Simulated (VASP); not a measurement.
Write the native input for VASP 6.6.1 that does the following.

```
Task                   : single point
Functional             : PBEsol
Potentials or basis    : VASP PAW PBE potentials, release 64 (Zn)
Cutoff                 : 520 eV
k mesh                 : 13 × 13 × 13
Occupations            : fermi-dirac, width 0.05 eV
Spin                   : no spin polarisation
Dipole correction      : no
Further INCAR settings : ALGO = Normal; EDIFF = 1e-06; NBANDS = 19
```

The structure of Zn lies in POSCAR:

```
Zn
1.0
    0.0000000000      2.7082145640      2.7082145640
    2.7082145640      0.0000000000      2.7082145640
    2.7082145640      2.7082145640      0.0000000000
Zn
2
Direct
   -0.1250000000     -0.1250000000     -0.1250000000
    0.1250000000      0.1250000000      0.1250000000
```

This isn't the form of Zn at room conditions, which is hcp.

One way to write it, as run:

INCAR

```
SYSTEM = Zn
  ALGO = Normal
  EDIFF = 1E-6
  ENCUT = 520
  GGA = PS
  ISIF = 2
  ISMEAR = -1
  LASPH = .True.
  LCHARG = .False.
  LREAL = .False.
  LWAVE = .False.
  NBANDS = 19
  NELM = 100
  PREC = Accurate
  SIGMA = 0.05
```

KPOINTS

```
k-points
0
Gamma
  13 13 13
  0 0 0
```

Potentials or basis: VASP PAW PBE potentials, release 64 (Zn).

The run is started by

```console
$ cat potpaw_PBE.64/Zn/POTCAR > POTCAR
$ mpirun -np 1 vasp_std > vasp.out
```

It gave:

The pressure is 6.9 GPa. The band gap on the k mesh is zero (bands 12 and 13 overlap by 7.29 eV).

Caveat: the cell stands under pressure; the PAW data sets were made with another functional, which shifts forces and pressure a little.

It took 18 s on 1 thread of Intel(R) Xeon(R) 6975P-C (Granite Rapids), with other jobs on the host, peak memory 0.18 GiB.
